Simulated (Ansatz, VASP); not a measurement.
## One calculation of HfSi4, two programs

INCAR

```
SYSTEM = HfSi4
PREC = Accurate ; ENCUT = 600
EDIFF = 1E-7 ; ISMEAR = 0
SIGMA = 0.1 ; LREAL = .False.
LASPH = .True. ; NELM = 100
ALGO = Normal ; ISIF = 3
LWAVE = .False. ; LCHARG = .False.
GGA = PE ; IBRION = 2
NSW = 90 ; EDIFFG = -0.04
```

Contents of KPOINTS:

```
Automatic mesh
0
Gamma
  6 6 4
  0 0 0
```

The input POSCAR:

```
HfSi4
1.0
    3.8742076300      0.0000000000      0.0000000000
   -1.9371038100      3.3551622200      0.0000000000
    0.0000000000      0.0000000000      6.5860229500
Hf Si
1 4
Direct
    0.0000000000      0.0000000000      0.5000000000
    0.5000000000      0.0000000000      0.0000000000
    0.0000000000      0.5000000000      0.0000000000
    0.5000000000      0.5000000000      0.0000000000
    0.0000000000      0.0000000000      0.0000000000
```

Input for Ansatz:

```yaml
crystal:
  lattice:
    - [3.87420763, 0.0, 0.0]
    - [-1.93710381, 3.35516222, 0.0]
    - [0.0, 0.0, 6.58602295]
  atoms:
    - { symbol: Hf, position: [0.0, 0.0, 0.5] }
    - { symbol: Si, position: [0.5, 0.0, 0.0] }
    - { symbol: Si, position: [0.0, 0.5, 0.0] }
    - { symbol: Si, position: [0.5, 0.5, 0.0] }
    - { symbol: Si, position: [0.0, 0.0, 0.0] }
basis:
  ecutwfc: 420
kpoints:
  mp_grid: { grid: [6, 6, 4] }
hamiltonian:
  xc: pbe
scf:
  occupations: { method: gaussian, width: 0.1 }
  lower_state_search: "off"
output:
  forces: true
  stress: true
  eigenvalues: true
relax:
  adjacent_minimum: "off"
  f_tol: 0.04
  max_steps: 70
  cell: { stress_tol: 0.4 }
```

Alike in both runs: task relaxation of cell and atoms; functional PBE; k mesh 6 × 6 × 4; occupations gaussian, width 0.1 eV; no spin polarisation.

|  | VASP | Ansatz |
| --- | --- | --- |
| version | VASP 6.6.1 | Ansatz 0.2.0 |
| potentials or method | VASP PAW PBE potentials, release 64 (Hf_pv, Si), cutoff 600 eV | scalar-relativistic, plane waves, PAW |
| valence electrons in the cell | 26 | 42 |

Ansatz gave:

* gap on the k mesh at the Fermi level, each at its own relaxed structure (eV): none
* relaxed volume (Å³/atom): 21.12
* relaxed cell length with the largest relative difference (Å): 4.977

Question: Estimate VASP's values.

Answer: gap on the k mesh at the Fermi level, each at its own relaxed structure (eV): none; relaxed volume (Å³/atom): 21.10; relaxed cell length with the largest relative difference (Å): 4.974.

A gap of «none» marks a metal or a gap that the smearing closes. VASP's potentials hold 26 valence electrons a cell and Ansatz's 42, so a difference there can come from the potentials and not from the codes.

Spin-orbit coupling is off throughout. Noted on VASP's run: the volume moved by over 15 % at a fixed basis, so the end points are rough.
